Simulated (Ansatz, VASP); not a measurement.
**One calculation of KZrN, two programs**

```
K Zr N
1.0
     4.29971    0.00000    0.00000
     0.00000    4.29971    0.00000
     0.00000    0.00000   10.91147
K Zr N
2 2 2
Direct
  0.00000 0.50000 0.32549
  0.50000 0.00000 0.67451
  0.00000 0.00000 0.00000
  0.50000 0.50000 0.00000
  0.00000 0.50000 0.96420
  0.50000 0.00000 0.03580
```

Change from the starting cell: species swapped into the BaHI type (P4/nmm, No. 129).

Alike in both runs: functional PBE; k mesh 4 × 4 × 4; occupations gaussian, width 0.1 eV; no spin polarisation.

Ansatz relaxed the structure, and its values are those at the end. VASP's run is a single point on that final structure, the one shown.

```csv
,VASP,Ansatz
version,VASP 6.6.1,Ansatz 0.2.0
potentials or method,"VASP PAW PBE potentials, release 64 (K_sv, Zr_sv, N), cutoff 520 eV","scalar-relativistic, plane waves, PAW"
valence electrons in the cell,52,52
```

```tsv
	VASP	Ansatz	Ansatz less VASP
gap on the k mesh at the Fermi level (eV)	none	none	-
pressure (GPa)	0.0	0.0	-0.04
rms of the force components (eV/Å)	0.005	0.004	-0.0012
```

A gap of «none» marks a metal or a gap that the smearing closes.

The k mesh is coarse, so the values compare programs but aren't converged.
